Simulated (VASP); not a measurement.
# K2Nb3S6: single point with PBE

The system is K2Nb3S6.

```
CELL_PARAMETERS angstrom
15.93279 0.00000 0.00000
0.00000 5.19214 2.99757
0.00000 -5.19214 2.99757
ATOMIC_POSITIONS crystal
K 0.49199 0.01092 0.28102
K 0.47517 0.34503 0.96395
K 0.98964 0.41668 0.67544
K 0.99047 0.73884 0.34214
Nb 0.24701 0.39054 0.67499
Nb 0.24101 0.06232 0.01074
Nb 0.24450 0.69836 0.32167
Nb 0.75011 0.31792 0.64056
Nb 0.74600 0.00400 0.97942
Nb 0.75231 0.69360 0.30911
S 0.14687 0.37268 0.34517
S 0.15166 0.05222 0.68613
S 0.14481 0.70969 0.99820
S 0.84319 0.35828 0.28858
S 0.85011 0.00521 0.64006
S 0.84256 0.69508 0.98292
S 0.34386 0.37113 0.33340
S 0.33808 0.02796 0.66861
S 0.34086 0.68930 0.97918
S 0.65296 0.36935 0.30466
S 0.65467 0.00588 0.63715
S 0.65191 0.65523 0.98120
```

```yaml
Program: VASP 6.6.1
Task: single point
Functional: PBE
Potentials_or_basis: VASP PAW PBE potentials, release 64 (K_sv, Nb_sv, S)
Cutoff: 520 eV
k_mesh: 1 × 2 × 2
Occupations: fermi-dirac, width 0.05 eV
Spin: no spin polarisation
Dipole_correction: no
Further_INCAR_settings: LREAL = Auto; ALGO = Normal; EDIFF = 1e-06; NBANDS = 110
```

The pressure is -0.8 GPa and the largest force is 2.503 eV/Å. The band gap on the k mesh is zero (bands 93 and 94 overlap by 0.67 eV).

Forces in eV/Å, atoms in the order of the input:
```
K    0.330 -0.145  0.153
K    0.813 -0.002  0.119
K    0.248 -0.125 -0.314
K    0.694 -0.001 -0.382
Nb  -0.915 -1.108 -1.534
Nb   0.920 -1.414 -0.913
Nb  -0.141 -0.337  0.403
Nb   0.000  2.391  0.739
Nb  -0.050  0.768  0.346
Nb  -0.717 -0.445 -0.001
S   -0.061  0.659  0.327
S   -0.786  0.938 -0.673
S    0.458  0.213  0.374
S    0.355 -1.321 -0.174
S   -0.566 -0.479  0.828
S    0.425 -0.142 -0.767
S   -0.342  0.187  0.381
S    0.100  0.711 -0.281
S    0.148  0.432  1.734
S   -0.045 -1.237 -0.304
S   -0.711 -0.512  0.082
S   -0.157  0.969 -0.141
```

Stress tensor (GPa, compression positive):
```
 1.02 -0.75  0.56
-0.75 -2.15 -0.12
 0.56 -0.12 -1.24
```

Levels at points of the mesh, in eV from the Fermi level:
| k point | band 91 | band 92 | band 93 | band 94 | band 95 | band 96 | band 97 | band 98 |
| --- | --- | --- | --- | --- | --- | --- | --- | --- |
| (0.00, 0.00, 0.00) | 0.09 | 0.11 | 0.25 | 0.56 | 1.25 | 1.26 | 1.33 | 1.38 |
| (0.00, 0.50, 0.00) | -0.57 | -0.52 | -0.45 | -0.42 | 1.51 | 1.62 | 1.79 | 1.83 |
| (0.00, 0.00, 0.50) | -0.61 | -0.58 | -0.48 | -0.08 | 1.45 | 1.61 | 1.80 | 1.89 |
| (0.00, 0.50, 0.50) | -0.62 | -0.48 | -0.41 | -0.38 | 1.40 | 1.46 | 1.83 | 1.86 |

Run time: 9.8 min on 1 thread of Intel(R) Xeon(R) Platinum 8488C (Sapphire Rapids), on a shared host, peak memory 0.64 GiB.

Caveat: the k points lie up to 0.61 Å⁻¹ apart, too coarse for converged energies and pressures of a metal; forces of over 1 eV/Å act on the atoms, so gaps and moduli don't describe the material at rest.
